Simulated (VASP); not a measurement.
Write the native input for VASP 6.6.1 that does the following.

```
Task                   : relaxation of cell and atoms
Functional             : r2SCAN
Potentials or basis    : VASP PAW PBE potentials, release 64 (Li_sv)
Cutoff                 : 600 eV
k mesh                 : 18 × 18 × 18
Occupations            : gaussian, width 0.1 eV
Spin                   : no spin polarisation
Dipole correction      : no
Further INCAR settings : ALGO = Normal; EDIFF = 1e-06; IBRION = 2; EDIFFG = -0.002; NSW = 100; ISIF = 3
```

The system is Li.

```xyz
1
Lattice="-1.7197 1.7197 1.7197 1.7197 -1.7197 1.7197 1.7197 1.7197 -1.7197" Properties=species:S:1:pos:R:3 pbc="T T T"
Li    0.0000    0.0000    0.0000
```

These files were run (other wordings do the same):

POSCAR

```
Li
1.0
   -1.7196562300      1.7196562300      1.7196562300
    1.7196562300     -1.7196562300      1.7196562300
    1.7196562300      1.7196562300     -1.7196562300
Li
1
Direct
    0.0000000000      0.0000000000      0.0000000000
```

INCAR.step1

```
SYSTEM = Li
ALGO = Normal
EDIFF = 1E-4
ENCUT = 600
GGA = PE
ISMEAR = 0
LASPH = .True.
LCHARG = .False.
LREAL = .False.
LWAVE = .True.
NELM = 100
PREC = Accurate
SIGMA = 0.1
```

INCAR.step2

```
SYSTEM = Li
ALGO = Normal
EDIFF = 1E-6
EDIFFG = -0.002
ENCUT = 600
IBRION = 2
ISIF = 3
ISMEAR = 0
ISTART = 1
LASPH = .True.
LCHARG = .False.
LMIXTAU = .True.
LREAL = .False.
LWAVE = .False.
METAGGA = R2SCAN
NELM = 100
NSW = 100
PREC = Accurate
SIGMA = 0.1
```

KPOINTS

```
k-points
0
Gamma
  18 18 18
  0 0 0
```

Potentials or basis: VASP PAW PBE potentials, release 64 (Li_sv).

Command:

```sh
$ cat potpaw_PBE.64/Li_sv/POTCAR > POTCAR
$ cp INCAR.step1 INCAR
$ mpirun -np 1 vasp_std > vasp.out
$ cp INCAR.step2 INCAR
$ mpirun -np 1 vasp_std > vasp.out
```

It gave:

- Relaxed volume: 20.61 Å³/atom
- Relaxed cell: a = 2.992 Å, b = 2.992 Å, c = 2.992 Å, α = 109.47°, β = 109.47°, γ = 109.47°
- Space group after relaxing (to 0.05 Å): Im-3m (No. 229)
- Energy gained by relaxing: 0.4 meV/atom
- Ionic steps: 5
- Pressure after relaxing: 0.0 GPa

Caveat: the cutoff is under 1.25 times the usual one of these potentials, so pressure, stress and relaxed cells hold a basis-set (Pulay) error; the PAW data sets were made with another functional, which shifts forces and pressure a little.

It took 6.2 min on 1 thread of AMD EPYC 7R13 Processor (Zen 3), with other jobs on the host, peak memory 0.12 GiB.
